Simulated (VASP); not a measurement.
The system is TaSi3.

```
CELL_PARAMETERS angstrom
4.00874 0.00000 0.00000
0.00000 4.00874 0.00000
0.00000 0.00000 4.00874
ATOMIC_POSITIONS crystal
Ta 0.50000 0.50000 0.50000
Si 0.50000 0.00000 0.00000
Si 0.00000 0.50000 0.00000
Si 0.00000 0.00000 0.50000
```

* Program: VASP 6.6.1
* Task: relaxation of cell and atoms
* Functional: PBE
* Potentials or basis: VASP PAW PBE potentials, release 64 (Ta_pv, Si)
* Cutoff: 600 eV
* k mesh: 4 × 4 × 4
* Occupations: gaussian, width 0.1 eV
* Spin: no spin polarisation

At the start: pressure -10.7 GPa; volume 16.11 Å³/atom.

Where does the relaxation end?

Over 3 steps the energy falls by 50.0 meV/atom and the volume is 14.74 Å³/atom (-8.5 %); space group Pm-3m (No. 221, to 0.05 Å).

Step by step:
| step | energy change (eV) | largest force (eV/Å) | pressure (GPa) | volume (Å³) |
| --- | --- | --- | --- | --- |
| 1 | 0.0000 | 0.0000 | -10.70 | 64.42 |
| 2 | -0.0604 | 0.0000 | 11.92 | 54.91 |
| 3 | -0.2001 | 0.0000 | -0.10 | 58.95 |

Final structure:
```
Ta Si
1.0
     3.89183    0.00000    0.00000
     0.00000    3.89183    0.00000
     0.00000    0.00000    3.89183
Ta Si
1 3
Direct
  0.50000 0.50000 0.50000
  0.50000 0.00000 0.00000
  0.00000 0.50000 0.00000
  0.00000 0.00000 0.50000
```

Caveat: the k points lie up to 0.40 Å⁻¹ apart in the final cell.
